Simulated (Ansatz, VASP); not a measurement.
## Si2Ni in VASP and in Ansatz

File INCAR:

```
PREC     = Accurate       # precision mode
ENCUT    = 600            # plane-wave cutoff, eV
EDIFF    = 1E-6           # SCF threshold, eV
ISMEAR   = -1             # smearing method
SIGMA    = 0.05           # smearing width, eV
LREAL    = F              # projectors in reciprocal space
LASPH    = T              # aspherical terms in the spheres
NELM     = 150            # most SCF steps
ALGO     = Normal         # electronic algorithm
ISIF     = 3              # what is computed and relaxed
LWAVE    = F              # write WAVECAR
LCHARG   = F              # write CHGCAR
ISPIN    = 2              # spin polarisation
MAGMOM   = 1 0 0          # initial moments
LORBIT   = 11             # projections on sites
LMAXMIX  = 4              # l up to which the mixer works
GGA      = PE             # functional
IBRION   = 2              # ionic algorithm
NSW      = 60             # ionic steps
EDIFFG   = -0.01          # ionic threshold
```

Contents of KPOINTS:

```
regular mesh
0
Gamma
  9 9 9
```

File POSCAR:

```
Si2Ni
1.0
    0.0000000000      2.7030000000      2.7030000000
    2.7030000000      0.0000000000      2.7030000000
    2.7030000000      2.7030000000      0.0000000000
Ni Si
1 2
Direct
    0.0000000000      0.0000000000      0.0000000000
    0.7500000000      0.7500000000      0.7500000000
    0.2500000000      0.2500000000      0.2500000000
```

The input input.yaml:

```yaml
crystal:
  lattice:
    - [0.0, 2.703, 2.703]
    - [2.703, 0.0, 2.703]
    - [2.703, 2.703, 0.0]
  atoms:
    - { symbol: Ni, position: [0.0, 0.0, 0.0], spin: 1.0 }
    - { symbol: Si, position: [0.75, 0.75, 0.75] }
    - { symbol: Si, position: [0.25, 0.25, 0.25] }
hamiltonian:
  xc: pbe
  pseudopotentials: { kind: paw }
magnetization:
  spin_polarized: true
kpoints:
  mp_grid: { grid: [9, 9, 9] }
scf:
  occupations: { method: fermi_dirac, width: 0.05 }
output:
  forces: true
  stress: true
  eigenvalues: true
relax:
  f_tol: 0.01
  max_steps: 40
  cell: { stress_tol: 0.05 }
```

Alike in both runs: task relaxation of cell and atoms; functional PBE; k mesh 9 × 9 × 9; occupations fermi-dirac, width 0.05 eV; collinear spin.

|  | VASP | Ansatz |
| --- | --- | --- |
| version | VASP 6.6.1 | Ansatz 0.2.0 |
| potentials or method | VASP PAW PBE potentials, release 64 (Ni, Si) | Ansatz PAW |
| plane-wave cutoff (eV) | 600 | 420 |
| valence electrons in the cell | 18 | 26 |

|  | VASP | Ansatz | Ansatz less VASP |
| --- | --- | --- | --- |
| gap on the k mesh at the Fermi level, each at its own relaxed structure (eV) | none | none | - |
| net moment per atom (μB) | 0.00 | 0.00 | 0.000 |
| relaxed volume (Å³/atom) | 13.50 | 13.50 | 0.000 |
| relaxed cell length with the largest relative difference (Å) | 3.855 | 3.855 | 0.0000 |

A gap of «none» marks a metal or a gap that the smearing closes. VASP's potentials hold 18 valence electrons a cell and Ansatz's 26, so a difference there can come from the potentials and not from the codes.

Noted on Ansatz's run: the plane-wave basis is chosen anew once the cell has moved, so the energies of steps on either side of that aren't comparable.
